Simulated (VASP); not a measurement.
Here is a VASP 6.6.1 calculation.

File INCAR:

```
SYSTEM = W
  ALGO = Normal
  EDIFF = 1E-6
  ENCUT = 520
  GGA = PE
  ISIF = 2
  ISMEAR = -1
  LASPH = .True.
  LCHARG = .False.
  LREAL = .False.
  LWAVE = .False.
  NBANDS = 13
  NELM = 100
  PREC = Accurate
  SIGMA = 0.06122561905347299
```

File KPOINTS:

```
k-points
0
Gamma
  16 16 16
  0 0 0
```

The input POSCAR:

```
W
1.0
   -1.5597378460      1.5597378460      1.5597378460
    1.5597378460     -1.5597378460      1.5597378460
    1.5597378460      1.5597378460     -1.5597378460
W
1
Direct
    0.0000000000      0.0000000000      0.0000000000
```

Potentials or basis: VASP PAW PBE potentials, release 64 (W_sv).

Run with:

```bash
$ cat potpaw_PBE.64/W_sv/POTCAR > POTCAR
$ mpirun -np 1 vasp_std > vasp.out
```

Problem. Predict the band gap on the k mesh.

Solution. Zero (band 7 reaches 17.57 eV, above the bottom of band 8 at 10.78 eV).

Problem. What does it give for the pressure?

Solution. 21.6 GPa.

Caveat: spin-orbit coupling is left out, which moves the levels of the heavy elements.
